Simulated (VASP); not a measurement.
# ZrSiRu4 (P4/mmm) in VASP: a series of runs

Runs on ZrSiRu4. Level: PBE. Tasks: single point, relaxation of cell and atoms.

All numbers are computed with VASP 6.6.1; they aren't measurements. Logs are shortened: lines on timing, memory, paths and dates and some standing lists are left out, and cuts for length are marked.

## Step 1: The cell of the first run

It takes space group P4/mmm (No. 123, tetragonal). The conventional cell has a = 3.755 Å, b = 3.755 Å, c = 5.317 Å, α = 90.00°, β = 90.00°, γ = 90.00°. Zr (site symmetry 4/mmm) has 8 Ru at 2.31 Å within 3.1 Å. Si (site symmetry 4/mmm) has 8 Ru at 2.29 Å within 3.0 Å. Ru (site symmetry 2mm) has 2 Si at 2.29 Å and 2 Zr at 2.31 Å and 6 Ru at 2.61 to 2.70 Å within 3.0 Å.

## Step 2: Single point, PBE

INCAR

```
SYSTEM = ZrSiRu4
PREC = Accurate
ENCUT = 520
EDIFF = 1E-7
ISMEAR = 0
SIGMA = 0.1
LREAL = .FALSE.
LASPH = .TRUE.
NELM = 60
ALGO = Fast
ISIF = 2
LWAVE = .FALSE.
LCHARG = .FALSE.
GGA = PE
NBANDS = 45
```

KPOINTS

```
Automatic mesh
0
G
  4 4 4
  0 0 0
```

POSCAR

```
ZrSiRu4
1.0
    3.7554224700      0.0000000000      0.0000000000
    0.0000000000      3.7554224700      0.0000000000
    0.0000000000      0.0000000000      5.3174050400
Zr Si Ru
1 1 4
Direct
    0.0000000000      0.0000000000      0.0000000000
    0.5000000000      0.5000000000      0.5000000000
    0.5000000000      0.0000000000      0.7458124800
    0.0000000000      0.5000000000      0.2541875200
    0.5000000000      0.0000000000      0.2541875200
    0.0000000000      0.5000000000      0.7458124800
```

Potentials or basis: VASP PAW PBE potentials, release 64 (Zr_sv, Si, Ru_pv).

Launch:

```
$ cat potpaw_PBE.64/Zr_sv/POTCAR potpaw_PBE.64/Si/POTCAR potpaw_PBE.64/Ru_pv/POTCAR > POTCAR
$ mpirun -np 1 vasp_std > vasp.out
```

OUTCAR:

```text
SYSTEM = ZrSiRu4
   PREC = Accurate
   ENCUT = 520
   EDIFF = 1E-7
   ISMEAR = 0
   LREAL = .FALSE.
   LASPH = .TRUE.
   NELM = 60
   ISIF = 2
   GGA = PE

 ion  position               nearest neighbor table
   1  0.000  0.000  0.000-   3 2.31   4 2.31   5 2.31   6 2.31   4 2.31   6 2.31   3 2.31   5 2.31

   2  0.500  0.500  0.500-   3 2.29   4 2.29   5 2.29   6 2.29   3 2.29   5 2.29   4 2.29   6 2.29

   3  0.500  0.000  0.746-   2 2.29   2 2.29   1 2.31   1 2.31   5 2.61   6 2.66   6 2.66   6 2.66
                             6 2.66   5 2.70
   4  0.000  0.500  0.254-   2 2.29   2 2.29   1 2.31   1 2.31   6 2.61   5 2.66   5 2.66   5 2.66
                             5 2.66   6 2.70
   5  0.500  0.000  0.254-   2 2.29   2 2.29   1 2.31   1 2.31   3 2.61   4 2.66   4 2.66   4 2.66
                             4 2.66   3 2.70
   6  0.000  0.500  0.746-   2 2.29   2 2.29   1 2.31   1 2.31   4 2.61   3 2.66   3 2.66   3 2.66
                             3 2.66   4 2.70

  LATTYP: Found a simple tetragonal cell.
 ALAT       =     3.7554224700
 C/A-ratio  =     1.4159272578

  Lattice vectors:

 A1 = (   3.7554224700,   0.0000000000,   0.0000000000)
 A2 = (   0.0000000000,   3.7554224700,   0.0000000000)
 A3 = (   0.0000000000,   0.0000000000,   5.3174050400)

Analysis of symmetry for initial positions (statically):
=====================================================================
 Subroutine PRICEL returns:
 Original cell was already a primitive cell.

 Routine SETGRP: Setting up the symmetry group for a
 simple tetragonal supercell.

 Subroutine GETGRP returns: Found 16 space group operations
 (whereof 16 operations were pure point group operations)
 out of a pool of 16 trial point group operations.

The static configuration has the point symmetry D_4h.

Analysis of symmetry for dynamics (positions and initial velocities):
=====================================================================
 Subroutine PRICEL returns:
 Original cell was already a primitive cell.

 Routine SETGRP: Setting up the symmetry group for a
 simple tetragonal supercell.

 Subroutine GETGRP returns: Found 16 space group operations
 (whereof 16 operations were pure point group operations)
 out of a pool of 16 trial point group operations.

The dynamic configuration has the point symmetry D_4h.

 Subroutine INISYM returns: Found 16 space group operations
 (whereof 16 operations are pure point group operations),
[... 98 lines left out ...]
   LREAL  =      F    real-space projection
   EDIFFG = 0.1E-05   stopping-criterion for IOM
   NSW    =      0    number of steps for IOM
   IBRION =     -1    ionic relax: 0-MD 1-quasi-New 2-CG
   NFREE  =      0    steps in history (QN), initial steepest desc. (CG)
   ISIF   =      2    stress and relaxation
   ISYM   =      2    0-nonsym 1-usesym 2-fastsym
   POTIM  = 0.5000    time-step for ionic-motion
   TEBEG  =    0.0;   TEEND  =   0.0 temperature during run
   PSTRESS=    0.0 pullay stress
   NELECT =      72.0000    total number of electrons
   NUPDOWN=      -1.0000    fix difference up-down
   EMIN   =  10.00;   EMAX   =-10.00  energy-range for DOS
   EFERMI =   0.00;   METHOD = LEGACY
   ISMEAR =     0;   SIGMA  =   0.10  broadening in eV -4-tet -1-fermi 0-gaus
   EFERMI_NEDOS =   21; number of points for ismear=-14 and -15
   IALGO  =     68    algorithm
   IMIX   =      4    mixing-type and parameters
     AMIX     =   0.40;   BMIX     =  1.00
     AMIX_MAG =   1.60;   BMIX_MAG =  1.00
  volume/ion in A,a.u.               =      12.50        84.35
  Fermi-wavevector in a.u.,A,eV,Ry     =   1.615027  3.051959 35.488258  2.608313
  Thomas-Fermi vector in A             =   2.709841
   LORBIT       =      0    0 simple, 1 ext, 2 COOP (PROOUT), +10 PAW based schemes
   GGA     = PE    functional components
   LHFCALC =     F    Hartree Fock is set to
   AEXX    =    0.0000 exact exchange contribution
   IVDW    =     0    specifies the selected vdW correction
   LEPSILON=     F    determine dielectric tensor
   LRPA    =     F    only Hartree local field effects (RPA)
 non-spin polarized calculation
 RMM-DIIS sequential band-by-band and
 Gauss-broadening in eV      SIGMA  =   0.10
  energy-cutoff  :      520.00
  volume of cell :       74.99
 maximum number of plane-waves:      2072
 NGX is ok and might be reduce to    28
   NGX = 13   NGY = 13   NGZ = 19

 number of electron      72.0000016 magnetization

 Free energy of the ion-electron system (eV)
  ---------------------------------------------------
  ext. energy  EPLUGINS =         0.00000000
  ---------------------------------------------------
  free energy    TOTEN  =       -42.54097052 eV

  energy without entropy =      -42.51764113  energy(sigma->0) =      -42.52930582

 E-fermi :  13.9753     XC(G=0): -13.8464

 val. band max:       13.9581228626   @ k =   0.5000   0.5000   0.2500
 cond. band min:      13.9985887267   @ k =   0.5000   0.5000   0.2500
 fundamental gap:      0.0404658642
 Fermi energy:        13.9753144923

 k-point     1 :       0.0000    0.0000    0.0000
  band No.  band energies     occupation
      1     -33.8514      2.00000
      2     -28.8889      2.00000
      3     -28.8889      2.00000
      4     -28.7627      2.00000
      5     -28.7584      2.00000
      6     -28.7584      2.00000
[... 853 lines left out ...]
     44      19.3189      0.00000
     45      19.4489      0.00000

------------------------ aborting loop because EDIFF is reached ----------------------------------------

  FORCE on cell =-STRESS in cart. coord.  units (eV):
  Direction    XX          YY          ZZ          XY          YZ          ZX
  --------------------------------------------------------------------------------------
  -------------------------------------------------------------------------------------
  Total       45.7786101     45.7786101     47.1057415      0.0000000      0.0000000      0.0000000
  in kB      978.0382538    978.0382538   1006.3917844      0.0000000      0.0000000      0.0000000
  external PRESSURE =     987.4894307 kB  Pullay stress =       0.0000000 kB

 VOLUME and BASIS-vectors are now :
 -----------------------------------------------------------------------------
  energy-cutoff  :      520.00
  volume of cell :       74.99
      direct lattice vectors                 reciprocal lattice vectors
     3.755422470  0.000000000  0.000000000     0.266281626  0.000000000  0.000000000
     0.000000000  3.755422470  0.000000000     0.000000000  0.266281626  0.000000000
     0.000000000  0.000000000  5.317405040     0.000000000  0.000000000  0.188061656

 POSITION                                       TOTAL-FORCE (eV/Angst)
 -----------------------------------------------------------------------------------
      0.00000      0.00000      0.00000         0.000000      0.000000      0.000000
      1.87771      1.87771      2.65870         0.000000      0.000000      0.000000
      1.87771      0.00000      3.96579         0.000000     -0.000000     -2.476119
      0.00000      1.87771      1.35162        -0.000000      0.000000      2.476119
      1.87771      0.00000      1.35162         0.000000     -0.000000      2.476119
      0.00000      1.87771      3.96579         0.000000      0.000000     -2.476119
 -----------------------------------------------------------------------------------
    total drift:                                0.000000     -0.000000      0.000000

  FREE ENERGIE OF THE ION-ELECTRON SYSTEM (eV)
  ---------------------------------------------------
  free  energy   TOTEN  =       -42.5409705178 eV

  energy  without entropy=      -42.5176411262  energy(sigma->0) =      -42.52930582
```

Run time: 77 s. Hardware: 1 thread of AMD EPYC 7R13 (Zen 3), shared host; peak memory 0.17 GiB.

What came out:

```yaml
Free_energy: -42.5410 eV
Pressure: 98.7 GPa
Largest_force: 2.476 eV/Å
Band_gap_on_the_k_mesh: zero (band 36 reaches 16.45 eV, above the bottom of band 37 at 12.85 eV)
```

Forces on the atoms (eV/Å):
```
Zr   0.000  0.000  0.000
Si   0.000  0.000  0.000
Ru   0.000  0.000 -2.476
Ru   0.000  0.000  2.476
Ru   0.000  0.000  2.476
Ru   0.000  0.000 -2.476
```

Stress tensor (GPa, compression positive):
```
 97.80   0.00   0.00
  0.00  97.80   0.00
  0.00   0.00 100.64
```

Caveat: the k points lie up to 0.42 Å⁻¹ apart; forces of over 1 eV/Å act on the atoms, so gaps and moduli don't describe the material at rest.

## Step 3: Single point, PBE

This run uses another cell than the first one, of 17.07 Å³/atom, 1.365 times its volume.

INCAR

```
  PREC = Accurate
  ENCUT = 520
  EDIFF = 1E-6
  ISMEAR = 0
  SIGMA = 0.1
  LREAL = False
  LASPH = True
  NELM = 60
  ALGO = Normal
  ISIF = 2
  LWAVE = False
  LCHARG = False
  GGA = PE
  NBANDS = 45
```

KPOINTS

```
regular mesh
0
Gamma
  4 4 4
```

POSCAR

```
ZrSiRu4
1.0
    4.0173649916      0.0000000000      0.0000000000
    0.0000000000      4.0173649916      0.0000000000
    0.0000000000      0.0000000000      6.3443669495
Zr Si Ru
1 1 4
Direct
    0.0000000000      0.0000000000      0.0000000000
    0.5000000000      0.5000000000      0.5000000000
    0.5000000000      0.0000000000      0.7108644105
    0.0000000000      0.5000000000      0.2891355895
    0.5000000000      0.0000000000      0.2891355895
    0.0000000000      0.5000000000      0.7108644105
```

Potentials or basis: VASP PAW PBE potentials, release 64 (Zr_sv, Si, Ru_pv).

Launch:

```
$ cat potpaw_PBE.64/Zr_sv/POTCAR potpaw_PBE.64/Si/POTCAR potpaw_PBE.64/Ru_pv/POTCAR > POTCAR
$ mpirun -np 1 vasp_std > vasp.out
```

OUTCAR:

```text
PREC = Accurate
   ENCUT = 520
   EDIFF = 1E-6
   ISMEAR = 0
   LREAL = False
   LASPH = True
   NELM = 60
   ISIF = 2
   GGA = PE

 ion  position               nearest neighbor table
   1  0.000  0.000  0.000-   3 2.72   4 2.72   5 2.72   6 2.72   4 2.72   6 2.72   3 2.72   5 2.72

   2  0.500  0.500  0.500-   3 2.41   4 2.41   5 2.41   6 2.41   3 2.41   5 2.41   4 2.41   6 2.41

   3  0.500  0.000  0.711-   2 2.41   2 2.41   5 2.68   1 2.72   1 2.72   6 2.84   6 2.84   6 2.84
                             6 2.84
   4  0.000  0.500  0.289-   2 2.41   2 2.41   6 2.68   1 2.72   1 2.72   5 2.84   5 2.84   5 2.84
                             5 2.84
   5  0.500  0.000  0.289-   2 2.41   2 2.41   3 2.68   1 2.72   1 2.72   4 2.84   4 2.84   4 2.84
                             4 2.84
   6  0.000  0.500  0.711-   2 2.41   2 2.41   4 2.68   1 2.72   1 2.72   3 2.84   3 2.84   3 2.84
                             3 2.84

  LATTYP: Found a simple tetragonal cell.
 ALAT       =     4.0173649916
 C/A-ratio  =     1.5792358829

  Lattice vectors:

 A1 = (   4.0173649916,   0.0000000000,   0.0000000000)
 A2 = (   0.0000000000,   4.0173649916,   0.0000000000)
 A3 = (   0.0000000000,   0.0000000000,   6.3443669495)
[... 181 lines left out ...]
 fundamental gap:      0.0105303715
 Fermi energy:         9.1058284208

 k-point     1 :       0.0000    0.0000    0.0000
  band No.  band energies     occupation
      1     -38.9608      2.00000
      2     -33.2141      2.00000
      3     -33.1782      2.00000
      4     -33.1782      2.00000
      5     -33.1499      2.00000
      6     -33.1390      2.00000
[... 853 lines left out ...]
     44      12.0086      0.00000
     45      12.8949      0.00000

------------------------ aborting loop because EDIFF is reached ----------------------------------------

  FORCE on cell =-STRESS in cart. coord.  units (eV):
  Direction    XX          YY          ZZ          XY          YZ          ZX
  --------------------------------------------------------------------------------------
  -------------------------------------------------------------------------------------
  Total        0.0018416      0.0018416      0.1067603      0.0000000      0.0000000      0.0000000
  in kB        0.0288165      0.0288165      1.6705113      0.0000000      0.0000000      0.0000000
  external PRESSURE =       0.5760481 kB  Pullay stress =       0.0000000 kB

 VOLUME and BASIS-vectors are now :
 -----------------------------------------------------------------------------
  energy-cutoff  :      520.00
  volume of cell :      102.39
      direct lattice vectors                 reciprocal lattice vectors
     4.017364992  0.000000000  0.000000000     0.248919379  0.000000000  0.000000000
     0.000000000  4.017364992  0.000000000     0.000000000  0.248919379  0.000000000
     0.000000000  0.000000000  6.344366950     0.000000000  0.000000000  0.157620139

 POSITION                                       TOTAL-FORCE (eV/Angst)
 -----------------------------------------------------------------------------------
      0.00000      0.00000      0.00000         0.000000     -0.000000      0.000000
      2.00868      2.00868      3.17218         0.000000     -0.000000      0.000000
      2.00868      0.00000      4.50998         0.000000     -0.000000      0.008573
      0.00000      2.00868      1.83438         0.000000      0.000000     -0.008573
      2.00868      0.00000      1.83438         0.000000     -0.000000     -0.008573
      0.00000      2.00868      4.50998         0.000000      0.000000      0.008573
 -----------------------------------------------------------------------------------
    total drift:                                0.000000      0.000000     -0.000000

  FREE ENERGIE OF THE ION-ELECTRON SYSTEM (eV)
  ---------------------------------------------------
  free  energy   TOTEN  =       -49.5434814698 eV

  energy  without entropy=      -49.4874802826  energy(sigma->0) =      -49.51548088
```

stdout:

```text
POSCAR found type information on POSCAR ZrSiRu
 POSCAR found :  3 types and       6 ions
 scaLAPACK will be used
 LDA part: xc-table for (Slater+PW92), standard interpolation
 POSCAR, INCAR and KPOINTS ok, starting setup
 FFT: planning ... GRIDC
 FFT: planning ... GRID_SOFT
 FFT: planning ... GRID
 WAVECAR not read
 entering main loop
```

Wall time 61 s (1 thread of AMD EPYC 7R13 (Zen 3), shared host); peak memory 0.2 GiB.

What came out:

- Free energy: -49.5435 eV
- Pressure: 0.1 GPa
- Largest force: 0.009 eV/Å
- Band gap on the k mesh: zero (band 36 reaches 10.51 eV, above the bottom of band 37 at 8.54 eV)

Forces on the atoms (eV/Å):
```
Zr   0.000  0.000  0.000
Si   0.000  0.000  0.000
Ru   0.000  0.000  0.009
Ru   0.000  0.000 -0.009
Ru   0.000  0.000 -0.009
Ru   0.000  0.000  0.009
```

Stress tensor (GPa, compression positive):
```
0.00 0.00 0.00
0.00 0.00 0.00
0.00 0.00 0.17
```

Caveat: the k points lie up to 0.39 Å⁻¹ apart.

(Continued in part 2 of 2.)
